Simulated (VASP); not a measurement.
# Ag (Cmcm) in VASP: single point with PBE

Aim: the single point of Ag with PBE.

All numbers are computed with VASP 6.6.1; they aren't measurements. Logs are shortened: lines on timing, memory, paths and dates and some standing lists are left out, and cuts for length are marked.

### 1 The cell of the first run

It takes space group Cmcm (No. 63, orthorhombic). Conventional cell: a = 3.339 Å, b = 4.553 Å, c = 4.774 Å, α = 90.00°, β = 90.00°, γ = 90.00°. Ag (site symmetry m2m) has 12 Ag at 2.82 to 3.34 Å within 3.7 Å.

### 2 Single point, PBE

The input, INCAR:

```
PREC = Accurate
ENCUT = 520
EDIFF = 1E-6
ISMEAR = 0
SIGMA = 0.1
LREAL = F
LASPH = T
NELM = 100
ALGO = Normal
ISIF = 2
LWAVE = F
LCHARG = F
GGA = PE
NBANDS = 18
```

The input, KPOINTS:

```
Automatic mesh
0
Gamma
  6 6 4
```

The input, POSCAR:

```
Ag
1.0
    1.6695134500     -2.2763818600      0.0000000000
    1.6695134500      2.2763818600      0.0000000000
    0.0000000000      0.0000000000      4.7738288100
Ag
2
Direct
    0.8268755000      0.1731245000      0.7500000000
    0.1731245000      0.8268755000      0.2500000000
```

Potentials or basis: VASP PAW PBE potentials, release 64 (Ag).

Run with:

```
cat potpaw_PBE.64/Ag/POTCAR > POTCAR
mpirun -np 1 vasp_std > vasp.out
```

OUTCAR:

```text
PREC = Accurate
   ENCUT = 520
   EDIFF = 1E-6
   ISMEAR = 0
   LREAL = F
   LASPH = T
   NELM = 100
   ISIF = 2
   GGA = PE

 ion  position               nearest neighbor table
   1  0.827  0.173  0.750-   2 2.86   2 2.86   2 3.00   2 3.00   2 3.00   2 3.00
   2  0.173  0.827  0.250-   1 2.86   1 2.86   1 3.00   1 3.00   1 3.00   1 3.00

  LATTYP: Found a base centered orthorhombic cell.
 ALAT       =     3.3390269000
 B/A-ratio  =     1.3635001623
 C/A-ratio  =     1.4297066040

  Lattice vectors:

 A1 = (   1.6695134500,  -2.2763818600,   0.0000000000)
 A2 = (   1.6695134500,   2.2763818600,   0.0000000000)
 A3 = (   0.0000000000,   0.0000000000,   4.7738288100)

Analysis of symmetry for initial positions (statically):
=====================================================================
 Subroutine PRICEL returns:
 Original cell was already a primitive cell.

 Routine SETGRP: Setting up the symmetry group for a
 base centered orthorhombic supercell.

 Subroutine GETGRP returns: Found  8 space group operations
 (whereof  4 operations were pure point group operations)
 out of a pool of  8 trial point group operations.

The static configuration has the point symmetry C_2h.
 The point group associated with its full space group is D_2h.

Analysis of symmetry for dynamics (positions and initial velocities):
=====================================================================
 Subroutine PRICEL returns:
 Original cell was already a primitive cell.

 Routine SETGRP: Setting up the symmetry group for a
 base centered orthorhombic supercell.

 Subroutine GETGRP returns: Found  8 space group operations
 (whereof  4 operations were pure point group operations)
 out of a pool of  8 trial point group operations.

The dynamic configuration has the point symmetry C_2h.
 The point group associated with its full space group is D_2h.

 Subroutine INISYM returns: Found  8 space group operations
 (whereof  4 operations are pure point group operations),
 and found     1 'primitive' translations

----------------------------------------------------------------------------------------

                                     Primitive cell

  volume of cell :      36.2854

  direct lattice vectors                    reciprocal lattice vectors
     1.669513450 -2.276381860  0.000000000     0.299488453 -0.219646804  0.000000000
     1.669513450  2.276381860  0.000000000     0.299488453  0.219646804  0.000000000
     0.000000000  0.000000000  4.773828810     0.000000000  0.000000000  0.209475463

  length of vectors
     2.822975298  2.822975298  4.773828810     0.371400124  0.371400124  0.209475463

  position of ions in fractional coordinates (direct lattice)
     0.826875500  0.173124500  0.750000000
     0.173124500  0.826875500  0.250000000

  ion indices of the primitive-cell ions
   primitive index   ion index
                 1           1
                 2           2

----------------------------------------------------------------------------------------

 KPOINTS: Automatic mesh

Automatic generation of k-mesh.
 Grid dimensions read from file:
 generate k-points for:    6    6    4

 Generating k-lattice:

  Cartesian coordinates                     Fractional coordinates (reciprocal lattice)
     0.049914742 -0.036607801  0.000000000     0.166666667  0.000000000  0.000000000
     0.049914742  0.036607801  0.000000000     0.000000000  0.166666667  0.000000000
     0.000000000  0.000000000  0.052368866     0.000000000  0.000000000  0.250000000

  Length of vectors
     0.061900021  0.061900021  0.052368866

  Shift w.r.t. Gamma in fractional coordinates (k-lattice)
     0.000000000  0.000000000  0.000000000

 Subroutine IBZKPT returns following result:
 ===========================================

 Found     39 irreducible k-points:

 Following reciprocal coordinates:
            Coordinates               Weight
  0.000000  0.000000  0.000000      1.000000
  0.166667  0.000000  0.000000      4.000000
  0.333333  0.000000  0.000000      4.000000
  0.500000  0.000000  0.000000      2.000000
  0.166667  0.166667  0.000000      2.000000
  0.333333  0.166667  0.000000      4.000000
[... 16 lines left out ...]
  0.333333  0.333333  0.250000      4.000000
  0.500000  0.333333  0.250000      8.000000
 [... further k-points ...]
   k-points           NKPTS =     39   k-points in BZ     NKDIM =     39   number of bands    NBANDS=     18
   number of dos      NEDOS =    301   number of ions     NIONS =      2
   total plane-waves  NPLWV =  20736
   dimension x,y,z NGX =    24 NGY =   24 NGZ =   36
   dimension x,y,z NGXF=    48 NGYF=   48 NGZF=   72
   ions per type =               2
   NGX,Y,Z   is equivalent  to a cutoff of  14.13, 14.13, 12.54 a.u.
   NGXF,Y,Z  is equivalent  to a cutoff of  28.27, 28.27, 25.07 a.u.
 SYSTEM =  unknown system
   PREC   = accura    normal or accurate (medium, high low for compatibility)
   ISTART =      0    job   : 0-new  1-cont  2-samecut
   ICHARG =      2    charge: 1-file 2-atom 10-const
   ISPIN  =      1    spin polarized calculation?
   LNONCOLLINEAR =      F non collinear calculations
   LSORBIT =      F    spin-orbit coupling
   LASPH  =      T    aspherical Exc in radial PAW
   ENCUT  =  520.0 eV  38.22 Ry    6.18 a.u.   5.25  5.25  8.88*2*pi/ulx,y,z
   NELM   =    100;   NELMIN=  2; NELMDL= -5     # of ELM steps
   EDIFF  = 0.1E-05   stopping-criterion for ELM
   LREAL  =      F    real-space projection
   EDIFFG = 0.1E-04   stopping-criterion for IOM
   NSW    =      0    number of steps for IOM
   IBRION =     -1    ionic relax: 0-MD 1-quasi-New 2-CG
   NFREE  =      0    steps in history (QN), initial steepest desc. (CG)
   ISIF   =      2    stress and relaxation
   ISYM   =      2    0-nonsym 1-usesym 2-fastsym
   POTIM  = 0.5000    time-step for ionic-motion
   TEBEG  =    0.0;   TEEND  =   0.0 temperature during run
   PSTRESS=    0.0 pullay stress
   NELECT =      22.0000    total number of electrons
   NUPDOWN=      -1.0000    fix difference up-down
   EMIN   =  10.00;   EMAX   =-10.00  energy-range for DOS
   EFERMI =   0.00;   METHOD = LEGACY
   ISMEAR =     0;   SIGMA  =   0.10  broadening in eV -4-tet -1-fermi 0-gaus
   EFERMI_NEDOS =   21; number of points for ismear=-14 and -15
   IALGO  =     38    algorithm
   IMIX   =      4    mixing-type and parameters
     AMIX     =   0.40;   BMIX     =  1.00
     AMIX_MAG =   1.60;   BMIX_MAG =  1.00
  volume/ion in A,a.u.               =      18.14       122.43
  Fermi-wavevector in a.u.,A,eV,Ry     =   1.385602  2.618408 26.121721  1.919892
  Thomas-Fermi vector in A             =   2.509996
   LORBIT       =      0    0 simple, 1 ext, 2 COOP (PROOUT), +10 PAW based schemes
   GGA     = PE    functional components
   LHFCALC =     F    Hartree Fock is set to
   AEXX    =    0.0000 exact exchange contribution
   IVDW    =     0    specifies the selected vdW correction
   LEPSILON=     F    determine dielectric tensor
   LRPA    =     F    only Hartree local field effects (RPA)
 non-spin polarized calculation
 Gauss-broadening in eV      SIGMA  =   0.10
  energy-cutoff  :      520.00
  volume of cell :       36.29
 maximum number of plane-waves:       996
 NGX is ok and might be reduce to    24
   NGX = 11   NGY = 11   NGZ = 17

 number of electron      21.9999998 magnetization

 Free energy of the ion-electron system (eV)
  ---------------------------------------------------
  ext. energy  EPLUGINS =         0.00000000
  ---------------------------------------------------
  free energy    TOTEN  =        -5.28914756 eV

  energy without entropy =       -5.28520691  energy(sigma->0) =       -5.28717724

 E-fermi :   7.7584     XC(G=0): -11.8321

 val. band max:        7.7560904884   @ k =   0.5000   0.1667   0.2500
 cond. band min:       7.9063094468   @ k =   0.1667   0.1667   0.2500
 fundamental gap:      0.1502189584
 Fermi energy:         7.7584121775

 k-point     1 :       0.0000    0.0000    0.0000
  band No.  band energies     occupation
      1       0.2766      2.00000
      2       1.5330      2.00000
      3       2.1498      2.00000
      4       2.5065      2.00000
      5       2.9832      2.00000
      6       3.4663      2.00000
[... 10 lines left out ...]
     17      25.1411      0.00000
     18      25.5117      0.00000

 k-point     2 :       0.1667    0.0000    0.0000
  band No.  band energies     occupation
      1       0.8882      2.00000
      2       1.7728      2.00000
      3       2.3356      2.00000
      4       2.6799      2.00000
      5       3.1599      2.00000
      6       3.2466      2.00000
[... 10 lines left out ...]
     17      24.2157      0.00000
     18      25.6382      0.00000

 k-point     3 :       0.3333    0.0000    0.0000
  band No.  band energies     occupation
      1       1.7222      2.00000
      2       1.8895      2.00000
      3       2.3436      2.00000
      4       2.9872      2.00000
      5       3.0928      2.00000
      6       3.2185      2.00000
[... 10 lines left out ...]
     17      21.0516      0.00000
     18      25.3878      0.00000

 k-point     4 :       0.5000    0.0000    0.0000
  band No.  band energies     occupation
      1       1.6543      2.00000
      2       1.9932      2.00000
      3       2.0123      2.00000
      4       2.8911      2.00000
      5       3.1753      2.00000
      6       3.5798      2.00000
[... 375 lines left out ...]
      4       2.8751      2.00000
      5       3.0057      2.00000
      6       3.1033      2.00000
[... 10 lines left out ...]
     17      23.8156      0.00000
     18      23.8668      0.00000

 k-point    23 :       0.3333    0.3333    0.2500
  band No.  band energies     occupation
      1       2.1227      2.00000
      2       2.2940      2.00000
      3       2.3205      2.00000
      4       2.7495      2.00000
      5       2.8613      2.00000
      6       3.4161      2.00000
[... 10 lines left out ...]
     17      19.6943      0.00000
     18      22.2586      0.00000

 k-point    24 :       0.5000    0.3333    0.2500
  band No.  band energies     occupation
      1       1.7815      2.00000
      2       2.0727      2.00000
      3       2.3550      2.00000
      4       2.5846      2.00000
      5       2.8369      2.00000
      6       3.8009      2.00000
[... 10 lines left out ...]
     17      19.8117      0.00000
     18      22.0234      0.00000

 [... further k-points ...]
[... 5 lines left out ...]
  --------------------------------------------------------------------------------------
  -------------------------------------------------------------------------------------
  Total       -0.3280978      0.6237156     -0.0747007      0.0000000      0.0000000      0.0000000
  in kB      -14.4871207     27.5400884     -3.2984019      0.0000000      0.0000000      0.0000000
  external PRESSURE =       3.2515219 kB  Pullay stress =       0.0000000 kB

 VOLUME and BASIS-vectors are now :
 -----------------------------------------------------------------------------
  energy-cutoff  :      520.00
  volume of cell :       36.29
      direct lattice vectors                 reciprocal lattice vectors
     1.669513450 -2.276381860  0.000000000     0.299488453 -0.219646804  0.000000000
     1.669513450  2.276381860  0.000000000     0.299488453  0.219646804  0.000000000
     0.000000000  0.000000000  4.773828810     0.000000000  0.000000000  0.209475463

 POSITION                                       TOTAL-FORCE (eV/Angst)
 -----------------------------------------------------------------------------------
      1.66951     -1.48819      3.58037         0.000000      0.174183     -0.000000
      1.66951      1.48819      1.19346         0.000000     -0.174183      0.000000
 -----------------------------------------------------------------------------------
    total drift:                                0.000000     -0.000000      0.000000

  FREE ENERGIE OF THE ION-ELECTRON SYSTEM (eV)
  ---------------------------------------------------
  free  energy   TOTEN  =        -5.2891475647 eV

  energy  without entropy=       -5.2852069141  energy(sigma->0) =       -5.28717724
```

It took 18 s on 1 thread of Intel Xeon Platinum 8259CL at 2.50GHz (Skylake/Cascade Lake), shared host; peak memory 0.16 GiB.

Results:

```
Free energy            : -5.2891 eV
Pressure               : 0.3 GPa
Largest force          : 0.174 eV/Å
Band gap on the k mesh : zero (band 11 reaches 10.43 eV, above the bottom of band 12 at 4.49 eV)
```

Forces in eV/Å, atoms in the order of the input:
```
Ag   0.000  0.174  0.000
Ag   0.000 -0.174  0.000
```

Stress tensor (GPa, compression positive):
```
-1.45  0.00  0.00
 0.00  2.75  0.00
 0.00  0.00 -0.33
```

Caveat: the k points lie up to 0.39 Å⁻¹ apart.
